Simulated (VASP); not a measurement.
# Ta (Im-3m) in VASP: further runs, part 2 of 2

VASP 6.6.1. Earlier steps stand in the parts before.

## (4) Electric field gradients, r2SCAN

File POSCAR:

```
Ta
1.0
   -1.6512800000      1.6512800000      1.6512800000
    1.6512800000     -1.6512800000      1.6512800000
    1.6512800000      1.6512800000     -1.6512800000
Ta
1
Direct
    0.0000000000      0.0000000000      0.0000000000
```

File INCAR.step1:

```
ALGO     = Normal         # electronic algorithm
EDIFF    = 1E-4           # SCF threshold, eV
ENCUT    = 520            # plane-wave cutoff, eV
GGA      = PE             # functional
ISMEAR   = -1             # smearing method
LASPH    = T              # aspherical terms in the spheres
LCHARG   = F              # write CHGCAR
LREAL    = F              # projectors in reciprocal space
LWAVE    = T              # write WAVECAR
NBANDS   = 12             # bands
NELM     = 60             # most SCF steps
PREC     = Accurate       # precision mode
SIGMA    = 0.08           # smearing width, eV
```

File INCAR.step2:

```
ALGO     = Normal         # electronic algorithm
EDIFF    = 1E-8           # SCF threshold, eV
ENCUT    = 520            # plane-wave cutoff, eV
ISIF     = 2              # what is computed and relaxed
ISMEAR   = -1             # smearing method
ISTART   = 1            
LASPH    = T              # aspherical terms in the spheres
LCHARG   = F              # write CHGCAR
LEFG     = T            
LMIXTAU  = T            
LREAL    = F              # projectors in reciprocal space
LWAVE    = F              # write WAVECAR
METAGGA  = R2SCAN         # meta-GGA
NBANDS   = 12             # bands
NELM     = 60             # most SCF steps
PREC     = Accurate       # precision mode
SIGMA    = 0.08           # smearing width, eV
```

File KPOINTS:

```
k-points
0
Gamma
  17 17 17
```

Potentials or basis: VASP PAW PBE potentials, release 64 (Ta_pv).

The run is started by

```bash
cat potpaw_PBE.64/Ta_pv/POTCAR > POTCAR
cp INCAR.step1 INCAR
mpirun -np 1 vasp_std > vasp.out
cp INCAR.step2 INCAR
mpirun -np 1 vasp_std > vasp.out
```

OUTCAR:

```text
EDIFF = 1E-8
   ENCUT = 520
   ISIF = 2
   ISMEAR = -1
   ISTART = 1
   LASPH = T
   LREAL = F
   METAGGA = R2SCAN
   NELM = 60
   PREC = Accurate

 ion  position               nearest neighbor table
   1  0.000  0.000  0.000-

  LATTYP: Found a body centered cubic cell.
 ALAT       =     3.3025600000

  Lattice vectors:

 A1 = (  -1.6512800000,   1.6512800000,   1.6512800000)
 A2 = (   1.6512800000,  -1.6512800000,   1.6512800000)
[... 566 lines left out ...]
    total drift:                                0.000000      0.000000      0.000000

  FREE ENERGIE OF THE ION-ELECTRON SYSTEM (eV)
  ---------------------------------------------------
  free  energy   TOTEN  =       -48.5928385086 eV

  energy  without entropy=      -48.5665309478  energy(sigma->0) =      -48.57968473

 Electric field gradients (V/A^2)
---------------------------------------------------------------------
 ion       V_xx      V_yy      V_zz      V_xy      V_xz      V_yz
---------------------------------------------------------------------
   1      -0.000    -0.000     0.000     0.000     0.000     0.000
---------------------------------------------------------------------

 Electric field gradients after diagonalization (V/A^2)
 (convention: |V_zz| > |V_xx| > |V_yy|)
----------------------------------------------------------------------
 ion       V_xx      V_yy      V_zz     asymmetry (V_yy - V_xx)/ V_zz
----------------------------------------------------------------------
   1      -0.000    -0.000     0.000       0.000
----------------------------------------------------------------------

           NMR quadrupolar parameters

 Cq : quadrupolar parameter    Cq=e*Q*V_zz/h
 eta: asymmetry parameters     (V_yy - V_xx)/ V_zz
 Q  : nuclear electric quadrupole moment in mb (millibarn)
----------------------------------------------------------------------
 ion       Cq(MHz)       eta       Q (mb)
----------------------------------------------------------------------
   1       0.000       0.000       1.000
----------------------------------------------------------------------
```

OUTCAR.step1:

```text
EDIFF = 1E-4
   ENCUT = 520
   GGA = PE
   ISMEAR = -1
   LASPH = T
   LREAL = F
[... 574 lines left out ...]

 POSITION                                       TOTAL-FORCE (eV/Angst)
 -----------------------------------------------------------------------------------
      0.00000      0.00000      0.00000         0.000000     -0.000000      0.000000
 -----------------------------------------------------------------------------------
    total drift:                                0.000000      0.000000      0.000000

  FREE ENERGIE OF THE ION-ELECTRON SYSTEM (eV)
  ---------------------------------------------------
  free  energy   TOTEN  =       -11.8243414319 eV

  energy  without entropy=      -11.7968362034  energy(sigma->0) =      -11.81058882
```

It took 2.1 min on 1 thread of Intel Xeon Platinum 8488C (Sapphire Rapids), shared host; peak memory 0.17 GiB.

What came out:

| Item | Value |
| --- | --- |
| Free energy | -48.5928 eV |
| Pressure | 1.2 GPa |
| Band gap on the k mesh | zero (an odd number of electrons rules out a gap without spin polarisation) |
| Largest electric field gradient by atom | under 0.05 V/Å² on every atom |

Caveat: the PAW data sets were made with another functional, which shifts forces and pressure a little; spin-orbit coupling is left out, which moves the levels of the heavy elements.

## (5) Electric field gradients, PBE, non-collinear spin, zero start, spin-orbit coupling

File INCAR:

```
SYSTEM = Ta
ALGO = Normal
EDIFF = 1E-8
ENCUT = 520
GGA = PE
GGA_COMPAT = .FALSE.
ISIF = 2
ISMEAR = -1
LASPH = .TRUE.
LCHARG = .FALSE.
LEFG = .TRUE.
LMAXMIX = 4
LORBIT = 11
LORBMOM = .TRUE.
LREAL = .FALSE.
LSORBIT = .TRUE.
LWAVE = .FALSE.
MAGMOM = 0 0 0
NBANDS = 22
NELM = 150
PREC = Accurate
SIGMA = 0.08
```

File KPOINTS:

```
k-points
0
G
  17 17 17
  0 0 0
```

POSCAR is that of step 4.

Potentials or basis: VASP PAW PBE potentials, release 64 (Ta_pv).

The run is started by

```bash
cat potpaw_PBE.64/Ta_pv/POTCAR > POTCAR
mpirun -np 1 vasp_ncl > vasp.out
```

OUTCAR:

```text
SYSTEM = Ta
   EDIFF = 1E-8
   ENCUT = 520
   GGA = PE
   ISIF = 2
   ISMEAR = -1
   LASPH = .TRUE.
   LORBIT = 11
   LREAL = .FALSE.
   LSORBIT = .TRUE.
   NELM = 150
   PREC = Accurate

 ion  position               nearest neighbor table
   1  0.000  0.000  0.000-

  LATTYP: Found a body centered cubic cell.
 ALAT       =     3.3025600000

  Lattice vectors:

 A1 = (  -1.6512800000,   1.6512800000,   1.6512800000)
 A2 = (   1.6512800000,  -1.6512800000,   1.6512800000)
 A3 = (   1.6512800000,   1.6512800000,  -1.6512800000)

Analysis of symmetry for initial positions (statically):
=====================================================================
 Subroutine PRICEL returns:
 Original cell was already a primitive cell.

 Routine SETGRP: Setting up the symmetry group for a
 body centered cubic supercell.

 Subroutine GETGRP returns: Found 48 space group operations
 (whereof 48 operations were pure point group operations)
 out of a pool of 48 trial point group operations.

The static configuration has the point symmetry O_h .

Analysis of symmetry for dynamics (positions and initial velocities):
=====================================================================
 Subroutine PRICEL returns:
 Original cell was already a primitive cell.

[... 834 lines left out ...]
----------------------------------------------------------------------

 orbital moment (x)

 # of ion     p       d       tot
 ----------------------------------------
  1        -0.000  -0.000  -0.000
 ----------------------------------------
           -0.000  -0.000  -0.000

 orbital moment (y)

 # of ion     p       d       tot
 ----------------------------------------
  1         0.000   0.000   0.000
 ----------------------------------------
            0.000   0.000   0.000

 orbital moment (z)

 # of ion     p       d       tot
 ----------------------------------------
  1         0.000   0.000   0.000
 ----------------------------------------
            0.000   0.000   0.000

 Spin-Orbit-Coupling matrix elements

 Ion:    1  E_soc:     -1.4137869
 l=   1
     0.0000000    -0.2144323    -0.2144323
    -0.2144323     0.0000000    -0.2144323
    -0.2144323    -0.2144323     0.0000000
 l=   2
     0.0000000    -0.0053340     0.0000000    -0.0053340    -0.0158648
    -0.0053340     0.0000000    -0.0118986    -0.0053340    -0.0039662
     0.0000000    -0.0118986     0.0000000    -0.0118986     0.0000000
    -0.0053340    -0.0053340    -0.0118986     0.0000000    -0.0039662
    -0.0158648    -0.0039662     0.0000000    -0.0039662     0.0000000
 l=   3
     0.0000000     0.0000000     0.0000000     0.0000000     0.0000000     0.0000000     0.0000000
     0.0000000     0.0000000     0.0000000     0.0000000     0.0000000     0.0000000     0.0000000
     0.0000000     0.0000000     0.0000000     0.0000000     0.0000000     0.0000000     0.0000000
     0.0000000     0.0000000     0.0000000     0.0000000     0.0000000     0.0000000     0.0000000
     0.0000000     0.0000000     0.0000000     0.0000000     0.0000000     0.0000000     0.0000000
     0.0000000     0.0000000     0.0000000     0.0000000     0.0000000     0.0000000     0.0000000
     0.0000000     0.0000000     0.0000000     0.0000000     0.0000000     0.0000000     0.0000000

 total charge

# of ion       s       p       d       tot
------------------------------------------
    1        0.371   6.167   2.407   8.945

 magnetization (x)

# of ion       s       p       d       tot
------------------------------------------
    1        0.000   0.000  -0.000  -0.000

 magnetization (y)

# of ion       s       p       d       tot
------------------------------------------
    1        0.000   0.000  -0.000  -0.000

 magnetization (z)

# of ion       s       p       d       tot
------------------------------------------
    1        0.000   0.000   0.000   0.000
```

stdout:

```text
POSCAR found type information on POSCAR Ta
 POSCAR found :  1 types and       1 ions
 scaLAPACK will be used
 LDA part: xc-table for (Slater+PW92), standard interpolation
 POSCAR, INCAR and KPOINTS ok, starting setup
 FFT: planning ... GRIDC
 FFT: planning ... GRID_SOFT
 FFT: planning ... GRID
 WAVECAR not read
 entering main loop
ion   1
```

Wall time 2.4 min (1 thread of Intel Xeon Platinum 8488C (Sapphire Rapids), shared host); peak memory 0.26 GiB.

Results:

```yaml
Free_energy: -12.5382 eV
Pressure: 3.0 GPa
Net_moment: 0.00 μB per cell
Largest_electric_field_gradient_by_atom: under 0.05 V/Å² on every atom
Valence_electrons_inside_the_program's_atomic_spheres: Ta 8.95
```

Moments on the atoms (μB; x, y, z):
```
Ta  0.00 0.00 0.00
```

Caveat: the cell stands under pressure.

## (6) Summary

```csv
level,potentials or basis,spin,gap on the mesh (eV),pressure (GPa)
LDA,"VASP PAW LDA potentials, release 64 (Ta_pv)",off,none,-8.2
PBEsol,"VASP PAW PBE potentials, release 64 (Ta_pv)",off,none,-3.6
r2SCAN,"VASP PAW PBE potentials, release 64 (Ta_pv)",off,none,1.2
PBE,"VASP PAW PBE potentials, release 64 (Ta_pv)","non-collinear, zero start, SOC",-,3.0
```

Alike in all rows: task electric field gradients; cell as given; k mesh 17 × 17 × 17; cutoff (eV) 520; smearing fermi-dirac 0.08 eV.

Caveats: spin-orbit coupling is left out, which moves the levels of the heavy elements (at least some runs); the cell stands under tension (at least some runs); the PAW data sets were made with another functional, which shifts forces and pressure a little (at least some runs); the cell stands under pressure (at least some runs).

Absolute energies hang on the potentials; compare differences alone.
